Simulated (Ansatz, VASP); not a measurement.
**One calculation of KMgF3, two programs**

```xyz
5
Lattice="3.9918 0.0000 0.0000 0.0000 3.9918 0.0000 0.0000 0.0000 3.9918" Properties=species:S:1:pos:R:3 pbc="T T T"
K     1.9959    1.9959    1.9959
Mg    0.0000    0.0000    0.0000
F     1.9959    0.0000    0.0000
F     0.0000    1.9959    0.0000
F     0.0000    0.0000    1.9959
```

Alike in both runs: functional PBEsol; k mesh 8 × 8 × 8; occupations fermi-dirac, width 0.02 eV; no spin polarisation.

Ansatz relaxed the structure, and its values are those at the end. VASP's run is a single point on that final structure, the one shown.

```csv
,VASP,Ansatz
version,VASP 6.6.1,Ansatz 0.2.0
potentials or method,"VASP PAW PBE potentials, release 64 (K_sv, Mg, F), cutoff 520 eV",PAW plane waves
valence electrons in the cell,32,40
```

```tsv
	VASP	Ansatz	Ansatz less VASP
gap on the k mesh at the Fermi level (eV)	7.09	7.11	+0.023
pressure (GPa)	-0.4	0.0	+0.42
```

VASP's potentials were made for PBE, not for PBEsol, and Ansatz warns of the same on its side. VASP's potentials hold 32 valence electrons a cell and Ansatz's 40, so a difference there can come from the potentials and not from the codes.
